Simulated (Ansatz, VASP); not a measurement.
One calculation of MgO, two programs

INCAR

```
SYSTEM = MgO
PREC = Accurate
ENCUT = 520
EDIFF = 1E-6
ISMEAR = 0
SIGMA = 0.05
LREAL = .False.
LASPH = .True.
NELM = 60
ALGO = Normal
ISIF = 2
LWAVE = .False.
LCHARG = .True.
GGA = PS
LELF = .True.
LVHAR = .True.
NBANDS = 11
```

File KPOINTS:

```
Automatic mesh
0
Gamma
  10 10 10
  0 0 0
```

POSCAR

```
MgO
1.0
    0.0000000000      2.1250890106      2.1250890106
    2.1250890106      0.0000000000      2.1250890106
    2.1250890106      2.1250890106      0.0000000000
Mg O
1 1
Direct
    0.0252360405      0.0252360405     -0.0252360405
    0.4616624812      0.4616624812      0.5383375188
```

Input for Ansatz:

```yaml
crystal:
  lattice:
    - [0.0, 2.1250890106, 2.1250890106]
    - [2.1250890106, 0.0, 2.1250890106]
    - [2.1250890106, 2.1250890106, 0.0]
  atoms:
    - { symbol: Mg, position: [0.0252360405, 0.0252360405, -0.0252360405] }
    - { symbol: O, position: [0.4616624812, 0.4616624812, 0.5383375188] }
basis:
  ecutwfc: 520.0
kpoints:
  mp_grid: { grid: [10, 10, 10] }
hamiltonian:
  xc: pbesol
  pseudopotentials: { kind: paw, azcp: { folder: soft_1 } }
scf:
  occupations: { method: gaussian, width: 0.05 }
output:
  forces: true
  stress: true
  eigenvalues: true
```

Change from the starting cell: mode 6 frozen in at -0.162 Å, equal normal strain along x, y and z +0.0083.

Alike in both runs: task single point; functional PBEsol; k mesh 10 × 10 × 10; occupations gaussian, width 0.05 eV; no spin polarisation.

|  | VASP | Ansatz |
| --- | --- | --- |
| version | VASP 6.6.1 | Ansatz 0.2.0 |
| potentials or method | VASP PAW PBE potentials, release 64 (Mg, O), cutoff 520 eV | scalar-relativistic, plane waves, PAW |
| valence electrons in the cell | 8 | 16 |

|  | VASP | Ansatz | Ansatz less VASP |
| --- | --- | --- | --- |
| gap on the k mesh at the Fermi level (eV) | 4.37 | 4.37 | +0.004 |
| least direct gap on the mesh (eV) | 4.37 | 4.37 | +0.004 |
| pressure (GPa) | 2.9 | 3.3 | +0.38 |
| traceless stress, the component that is largest in VASP (GPa) | 17.04 | 16.67 | -0.370 |
| rms of the force components (eV/Å) | 1.179 | 1.160 | -0.0197 |

VASP's potentials were made for PBE, not for PBEsol, and Ansatz warns of the same on its side. Atom by atom the forces differ by 0.020 eV/Å (rms over components). VASP's potentials hold 8 valence electrons a cell and Ansatz's 16, so a difference there can come from the potentials and not from the codes.
